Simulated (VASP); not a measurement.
The system is CoSi2.

```
Co Si
1.0
     0.00000    2.78334    2.78334
     2.78334    0.00000    2.78334
     2.78334    2.78334    0.00000
Co Si
1 2
Direct
  0.00000 0.00000 0.00000
  0.25000 0.25000 0.25000
  0.75000 0.75000 0.75000
```

Base run:

| Quantity | Value |
| --- | --- |
| Program | VASP 6.6.1 |
| Functional | PBE |
| Potentials or basis | VASP PAW PBE potentials, release 64 (Co, Si) |
| Cutoff | 520 eV |
| k mesh | 14 × 14 × 14 |
| Occupations | gaussian, width 0.15 eV |
| Spin | collinear spin, ferromagnetic start |
| Starting moments | [2.2, 0.0, 0.0] μB |
| Fixed moment | 2.2 μB |

Its results: pressure -1.8 GPa; site moments Co +1.41; Si +0.17 μB.

**Question.** The run is repeated on the same cell with these changes: fixed moment from 2.2 μB to 0.275 μB; moments at the start from [2.2, 0.0, 0.0] to [0.28, 0.0, 0.0]. What comes out?

**Answer.** Pressure -15.0 GPa; site moments Co +0.18; Si +0.02 μB.

Caveats: the total moment is fixed, so each spin has its own Fermi level.
